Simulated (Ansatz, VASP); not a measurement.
## Two plane-wave programs on AgBr

```
Ag Br
1.0
     0.00000    2.92026    2.92026
     2.92026    0.00000    2.92026
     2.92026    2.92026    0.00000
Ag Br
1 1
Direct
  0.50000 0.50000 0.50000
  0.00000 0.00000 0.00000
```

Alike in both runs: task single point; functional PBE; k mesh 10 × 10 × 10; occupations gaussian, width 0.05 eV; no spin polarisation.

```csv
,VASP,Ansatz
version,VASP 6.6.1,Ansatz 0.2.0
potentials or method,"VASP PAW PBE potentials, release 64 (Ag, Br), cutoff 500 eV","scalar-relativistic, plane waves, PAW"
valence electrons in the cell,18,26
```

|  | VASP | Ansatz | Ansatz less VASP |
| --- | --- | --- | --- |
| gap on the k mesh at the Fermi level (eV) | 0.69 | 0.69 | +0.001 |
| least direct gap on the mesh (eV) | 2.44 | 2.44 | +0.001 |
| pressure (GPa) | 0.0 | 0.0 | +0.03 |

VASP's potentials hold 18 valence electrons a cell and Ansatz's 26, so a difference there can come from the potentials and not from the codes.
